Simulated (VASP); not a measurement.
# O3F2 (Pn-3m) in VASP: further runs

Runs on O3F2. Level: PBE. Tasks: single point.

All numbers are computed with VASP 6.6.1; they aren't measurements. Logs are shortened: lines on timing, memory, paths and dates and some standing lists are left out, and cuts for length are marked.

**1. The cell of the first run**

It takes space group Pn-3m (No. 224, cubic). The conventional cell has a = 4.797 Å, b = 4.797 Å, c = 4.797 Å, α = 90.00°, β = 90.00°, γ = 90.00°. Within 2.8 Å of F (site symmetry -3m) lie 6 O at 2.08 Å. Within 2.8 Å of O (site symmetry -42m) lie 4 F at 2.08 Å and 4 O at 2.40 Å.

**2. Single point, PBE**

INCAR reads:

```
SYSTEM = O3F2
ALGO = Normal ; EDIFF = 1E-7
ENCUT = 520 ; GGA = PE
ISIF = 2 ; ISMEAR = -1
LASPH = .True. ; LCHARG = .False.
LREAL = .False. ; LWAVE = .False.
NBANDS = 43 ; NELM = 80
PREC = Accurate ; SIGMA = 0.06122561905347299
```

KPOINTS reads:

```
k-points
0
Gamma
  8 8 8
  0 0 0
```

POSCAR reads:

```
O3F2
1.0
    4.7969930233      0.0000000000      0.0000000000
    0.0000000000      4.7969930233      0.0000000000
    0.0000000000      0.0000000000      4.7969930233
F O
4 6
Direct
    0.2500000000      0.2500000000      0.2500000000
    0.7500000000      0.7500000000      0.2500000000
    0.7500000000      0.2500000000      0.7500000000
    0.2500000000      0.7500000000      0.7500000000
    0.5000000000      0.0000000000      0.0000000000
    0.0000000000      0.5000000000      0.0000000000
    0.0000000000      0.0000000000      0.5000000000
    0.5000000000      0.5000000000      0.0000000000
    0.5000000000      0.0000000000      0.5000000000
    0.0000000000      0.5000000000      0.5000000000
```

Potentials or basis: VASP PAW PBE potentials, release 64 (F, O).

Run with:

```
$ cat potpaw_PBE.64/F/POTCAR potpaw_PBE.64/O/POTCAR > POTCAR
$ mpirun -np 1 vasp_std > vasp.out
```

OUTCAR:

```text
SYSTEM = O3F2
   EDIFF = 1E-7
   ENCUT = 520
   GGA = PE
   ISIF = 2
   ISMEAR = -1
   LASPH = .True.
   LREAL = .False.
   NELM = 80
   PREC = Accurate

 ion  position               nearest neighbor table
   1  0.250  0.250  0.250-
   2  0.750  0.750  0.250-
   3  0.750  0.250  0.750-
   4  0.250  0.750  0.750-
   5  0.500  0.000  0.000-
   6  0.000  0.500  0.000-
   7  0.000  0.000  0.500-
   8  0.500  0.500  0.000-
   9  0.500  0.000  0.500-
  10  0.000  0.500  0.500-

  LATTYP: Found a simple cubic cell.
 ALAT       =     4.7969930233

  Lattice vectors:

 A1 = (   4.7969930233,   0.0000000000,   0.0000000000)
 A2 = (   0.0000000000,   4.7969930233,   0.0000000000)
 A3 = (   0.0000000000,   0.0000000000,   4.7969930233)

Analysis of symmetry for initial positions (statically):
=====================================================================
 Subroutine PRICEL returns:
 Original cell was already a primitive cell.

 Routine SETGRP: Setting up the symmetry group for a
 simple cubic supercell.

 Subroutine GETGRP returns: Found 48 space group operations
 (whereof 24 operations were pure point group operations)
 out of a pool of 48 trial point group operations.

The static configuration has the point symmetry T_d .
 The point group associated with its full space group is O_h .

Analysis of symmetry for dynamics (positions and initial velocities):
=====================================================================
 Subroutine PRICEL returns:
 Original cell was already a primitive cell.

 Routine SETGRP: Setting up the symmetry group for a
 simple cubic supercell.

 Subroutine GETGRP returns: Found 48 space group operations
 (whereof 24 operations were pure point group operations)
 out of a pool of 48 trial point group operations.

The dynamic configuration has the point symmetry T_d .
 The point group associated with its full space group is O_h .

 Subroutine INISYM returns: Found 48 space group operations
 (whereof 24 operations are pure point group operations),
 and found     1 'primitive' translations

[... 106 lines left out ...]
   LSORBIT =      F    spin-orbit coupling
   LASPH  =      T    aspherical Exc in radial PAW
   ENCUT  =  520.0 eV  38.22 Ry    6.18 a.u.   8.92  8.92  8.92*2*pi/ulx,y,z
   NELM   =     80;   NELMIN=  2; NELMDL= -5     # of ELM steps
   EDIFF  = 0.1E-06   stopping-criterion for ELM
   LREAL  =      F    real-space projection
   EDIFFG = 0.1E-05   stopping-criterion for IOM
   NSW    =      0    number of steps for IOM
   IBRION =     -1    ionic relax: 0-MD 1-quasi-New 2-CG
   NFREE  =      0    steps in history (QN), initial steepest desc. (CG)
   ISIF   =      2    stress and relaxation
   ISYM   =      2    0-nonsym 1-usesym 2-fastsym
   POTIM  = 0.5000    time-step for ionic-motion
   TEBEG  =    0.0;   TEEND  =   0.0 temperature during run
   PSTRESS=    0.0 pullay stress
   NELECT =      64.0000    total number of electrons
   NUPDOWN=      -1.0000    fix difference up-down
   EMIN   =  10.00;   EMAX   =-10.00  energy-range for DOS
   EFERMI =   0.00;   METHOD = LEGACY
   ISMEAR =    -1;   SIGMA  =   0.06  broadening in eV -4-tet -1-fermi 0-gaus
   EFERMI_NEDOS =   21; number of points for ismear=-14 and -15
   IALGO  =     38    algorithm
   IMIX   =      4    mixing-type and parameters
     AMIX     =   0.40;   BMIX     =  1.00
     AMIX_MAG =   1.60;   BMIX_MAG =  1.00
  volume/ion in A,a.u.               =      11.04        74.49
  Fermi-wavevector in a.u.,A,eV,Ry     =   1.365104  2.579672 25.354578  1.863509
  Thomas-Fermi vector in A             =   2.491362
   LORBIT       =      0    0 simple, 1 ext, 2 COOP (PROOUT), +10 PAW based schemes
   GGA     = PE    functional components
   LHFCALC =     F    Hartree Fock is set to
   AEXX    =    0.0000 exact exchange contribution
   IVDW    =     0    specifies the selected vdW correction
   LEPSILON=     F    determine dielectric tensor
   LRPA    =     F    only Hartree local field effects (RPA)
 non-spin polarized calculation
  energy-cutoff  :      520.00
  volume of cell :      110.38
 maximum number of plane-waves:      3016
 NGX is ok and might be reduce to    36
   NGX = 17   NGY = 17   NGZ = 17

 number of electron      63.9999921 magnetization

 Free energy of the ion-electron system (eV)
  ---------------------------------------------------
  ext. energy  EPLUGINS =         0.00000000
  ---------------------------------------------------
  free energy    TOTEN  =       -17.40622727 eV

  energy without entropy =      -17.23546485  energy(sigma->0) =      -17.32084606

 E-fermi :  -1.3061     XC(G=0):  -9.6981

 val. band max:       -1.3102117346   @ k =   0.2500   0.1250   0.0000
 cond. band min:      -1.2946165639   @ k =   0.5000   0.3750   0.1250
 fundamental gap:      0.0155951708
 Fermi energy:        -1.3060996130

 k-point     1 :       0.0000    0.0000    0.0000
  band No.  band energies     occupation
      1     -24.3660      2.00000
      2     -23.6221      2.00000
      3     -23.6221      2.00000
      4     -23.6221      2.00000
      5     -18.7026      2.00000
      6     -18.7026      2.00000
[... 1093 lines left out ...]
     42      10.9843      0.00000
     43      12.5114      0.00000

 [... further k-points ...]
[... 5 lines left out ...]
  --------------------------------------------------------------------------------------
  -------------------------------------------------------------------------------------
  Total        0.8263609      0.8263609      0.8263609      0.0000000     -0.0000000      0.0000000
  in kB       11.9942497     11.9942497     11.9942497      0.0000000     -0.0000000      0.0000000
  external PRESSURE =      11.9942497 kB  Pullay stress =       0.0000000 kB

 VOLUME and BASIS-vectors are now :
 -----------------------------------------------------------------------------
  energy-cutoff  :      520.00
  volume of cell :      110.38
      direct lattice vectors                 reciprocal lattice vectors
     4.796993023  0.000000000  0.000000000     0.208463926  0.000000000  0.000000000
     0.000000000  4.796993023  0.000000000     0.000000000  0.208463926  0.000000000
     0.000000000  0.000000000  4.796993023     0.000000000  0.000000000  0.208463926

 POSITION                                       TOTAL-FORCE (eV/Angst)
 -----------------------------------------------------------------------------------
      1.19925      1.19925      1.19925        -0.000000      0.000000      0.000000
      3.59774      3.59774      1.19925         0.000000     -0.000000     -0.000000
      3.59774      1.19925      3.59774         0.000000     -0.000000     -0.000000
      1.19925      3.59774      3.59774        -0.000000     -0.000000      0.000000
      2.39850      0.00000      0.00000         0.000000      0.000000     -0.000000
      0.00000      2.39850      0.00000         0.000000      0.000000     -0.000000
      0.00000      0.00000      2.39850         0.000000      0.000000      0.000000
      2.39850      2.39850      0.00000        -0.000000     -0.000000      0.000000
      2.39850      0.00000      2.39850        -0.000000      0.000000      0.000000
      0.00000      2.39850      2.39850         0.000000     -0.000000      0.000000
 -----------------------------------------------------------------------------------
    total drift:                               -0.000000      0.000000     -0.000000

  FREE ENERGIE OF THE ION-ELECTRON SYSTEM (eV)
  ---------------------------------------------------
  free  energy   TOTEN  =       -17.4062272743 eV

  energy  without entropy=      -17.2354648518  energy(sigma->0) =      -17.32084606
```

OSZICAR:

```text
N       E                     dE             d eps       ncg     rms          rms(c)
DAV:   1     0.405509554156E+03    0.40551E+03   -0.37374E+04  3026   0.145E+03
DAV:   2     0.657609857896E+01   -0.39893E+03   -0.37846E+03  3753   0.334E+02
DAV:   3    -0.174627261302E+02   -0.24039E+02   -0.22772E+02  3136   0.792E+01
DAV:   4    -0.177167406058E+02   -0.25401E+00   -0.25304E+00  3178   0.913E+00
DAV:   5    -0.177193007976E+02   -0.25602E-02   -0.25597E-02  3109   0.853E-01    0.574E+00
DAV:   6    -0.183721001961E+02   -0.65280E+00   -0.20779E+00  3163   0.110E+01    0.115E+01
DAV:   7    -0.173884757090E+02    0.98362E+00   -0.11728E+00  3131   0.843E+00    0.164E+00
DAV:   8    -0.174020437906E+02   -0.13568E-01   -0.92745E-02  3046   0.188E+00    0.329E-01
DAV:   9    -0.174054521328E+02   -0.34083E-02   -0.28090E-03  3157   0.360E-01    0.155E-01
DAV:  10    -0.174061504617E+02   -0.69833E-03   -0.38765E-04  3121   0.134E-01    0.269E-02
DAV:  11    -0.174062096095E+02   -0.59148E-04   -0.16565E-05  3172   0.264E-02    0.136E-02
DAV:  12    -0.174062279872E+02   -0.18378E-04   -0.87603E-06  3117   0.192E-02    0.217E-03
DAV:  13    -0.174062277074E+02    0.27982E-06   -0.57187E-07  2873   0.411E-03    0.115E-03
DAV:  14    -0.174062273033E+02    0.40411E-06   -0.62559E-08  1741   0.153E-03    0.478E-04
DAV:  15    -0.174062272743E+02    0.29008E-07   -0.16411E-08  1739   0.711E-04
   1 F= -.17406227E+02 E0= -.17320846E+02  d E =-.170762E+00
```

Run time: 93 s. Hardware: 1 thread of Oxide Virtual Turin-like, shared host; peak memory 0.23 GiB.

What came out:

```yaml
Free_energy: -17.4062 eV
Pressure: 1.2 GPa
Band_gap_on_the_k_mesh: zero (bands 32 and 33 overlap by 0.34 eV)
```

Levels at points of the mesh, in eV from the Fermi level:
| k point | band 29 | band 30 | band 31 | band 32 | band 33 | band 34 | band 35 | band 36 |
| --- | --- | --- | --- | --- | --- | --- | --- | --- |
| (0.00, 0.00, 0.00) | 0.10 | 0.10 | 0.10 | 0.24 | 0.24 | 0.24 | 0.46 | 0.46 |
| (0.50, 0.00, 0.00) | -0.21 | -0.21 | -0.21 | -0.21 | -0.08 | -0.08 | 0.14 | 0.14 |
| (0.50, 0.50, 0.00) | -0.74 | -0.74 | -0.29 | -0.29 | -0.09 | -0.09 | 0.16 | 0.16 |
| (0.50, 0.50, 0.50) | -1.30 | -1.30 | -1.30 | 0.14 | 0.14 | 0.14 | 0.28 | 0.40 |

**3. Single point, PBE**

This run uses another cell than the first one, of 11.26 Å³/atom.

INCAR reads:

```
ALGO = Normal
EDIFF = 1E-7
ENCUT = 520
GGA = PE
ISIF = 2
ISMEAR = -1
LASPH = True
LCHARG = False
LREAL = False
LWAVE = False
NBANDS = 43
NELM = 60
PREC = Accurate
SIGMA = 0.06122561905347299
```

KPOINTS reads:

```
k-points
0
Gamma
  8 8 8
```

POSCAR, as its differences from that of step 2:

```diff
@@ -2,5 +2,5 @@
 1.0
-    4.7969930233      0.0000000000      0.0000000000
-    0.0000000000      4.7969930233      0.0000000000
-    0.0000000000      0.0000000000      4.7969930233
+    4.8294061215      0.0000000000      0.0000000000
+    0.0000000000      4.8294061215      0.0000000000
+    0.0000000000      0.0000000000      4.8294061215
 F O
```

Potentials or basis: VASP PAW PBE potentials, release 64 (F, O).

Run with:

```
$ cat potpaw_PBE.64/F/POTCAR potpaw_PBE.64/O/POTCAR > POTCAR
$ mpirun -np 1 vasp_std > vasp.out
```

It took 94 s on 1 thread of Oxide Virtual Turin-like, shared host; peak memory 0.23 GiB.

It converged, with:

```
Free energy            : -17.4183 eV
Pressure               : -0.5 GPa
Band gap on the k mesh : zero (bands 32 and 33 overlap by 0.33 eV)
```

Levels at points of the mesh, in eV from the Fermi level:
```csv
k point,band 30,band 31,band 32,band 33,band 34,band 35
"(0.00, 0.00, 0.00)",0.09,0.09,0.23,0.23,0.23,0.45
"(0.50, 0.00, 0.00)",-0.20,-0.20,-0.20,-0.07,-0.07,0.14
"(0.50, 0.50, 0.00)",-0.73,-0.28,-0.28,-0.09,-0.09,0.16
"(0.50, 0.50, 0.50)",-1.27,-1.27,0.13,0.13,0.13,0.27
```

**4. Single point, PBE**

This run uses another cell than the first one, of 11.49 Å³/atom.

INCAR reads:

```
SYSTEM = O3F2
PREC = Accurate ; ENCUT = 520
EDIFF = 1E-6 ; ISMEAR = -1
SIGMA = 0.06122561905347299 ; LREAL = .FALSE.
LASPH = .TRUE. ; NELM = 60
ALGO = Normal ; ISIF = 2
LWAVE = .FALSE. ; LCHARG = .TRUE.
GGA = PE ; LELF = .TRUE.
LVHAR = .TRUE. ; NBANDS = 43
```

KPOINTS reads:

```
Automatic mesh
0
G
  8 8 8
  0 0 0
```

POSCAR, as its differences from that of step 3:

```diff
@@ -2,5 +2,5 @@
 1.0
-    4.8294061215      0.0000000000      0.0000000000
-    0.0000000000      4.8294061215      0.0000000000
-    0.0000000000      0.0000000000      4.8294061215
+    4.8613898756      0.0000000000      0.0000000000
+    0.0000000000      4.8613898756      0.0000000000
+    0.0000000000      0.0000000000      4.8613898756
 F O
```

Run with:

```
$ cat potpaw_PBE.64/F/POTCAR potpaw_PBE.64/O/POTCAR > POTCAR
$ mpirun -np 1 vasp_std > vasp.out
```

Run time: 96 s. Hardware: 1 thread of Oxide Virtual Turin-like, shared host; peak memory 0.23 GiB.

The run converged. Its results:

| Property | Result |
| --- | --- |
| Free energy | -17.4086 eV |
| Pressure | -1.9 GPa |
| Band gap on the k mesh | zero (bands 32 and 33 overlap by 0.32 eV) |

Levels at points of the mesh, in eV from the Fermi level:
| k point | band 30 | band 31 | band 32 | band 33 | band 34 | band 35 |
| --- | --- | --- | --- | --- | --- | --- |
| (0.00, 0.00, 0.00) | 0.09 | 0.09 | 0.23 | 0.23 | 0.23 | 0.44 |
| (0.50, 0.00, 0.00) | -0.20 | -0.20 | -0.20 | -0.07 | -0.07 | 0.13 |
| (0.50, 0.50, 0.00) | -0.71 | -0.27 | -0.27 | -0.08 | -0.08 | 0.16 |
| (0.50, 0.50, 0.50) | -1.24 | -1.24 | 0.13 | 0.13 | 0.13 | 0.27 |

**5. The runs side by side**

```tsv
cell	gap on the mesh (eV)	pressure (GPa)
a = 4.797 Å, 10 atoms	none	1.2
a = 4.829 Å, 10 atoms	none	-0.5
a = 4.861 Å, 10 atoms	none	-1.9
```

Alike in all rows: task single point; level PBE; potentials or basis VASP PAW PBE potentials, release 64 (F, O); no spin polarisation; k mesh 8 × 8 × 8; cutoff (eV) 520; smearing fermi-dirac 0.0612256 eV.

Total energies depend on the potentials used, so only differences within one code and one set of settings carry meaning.
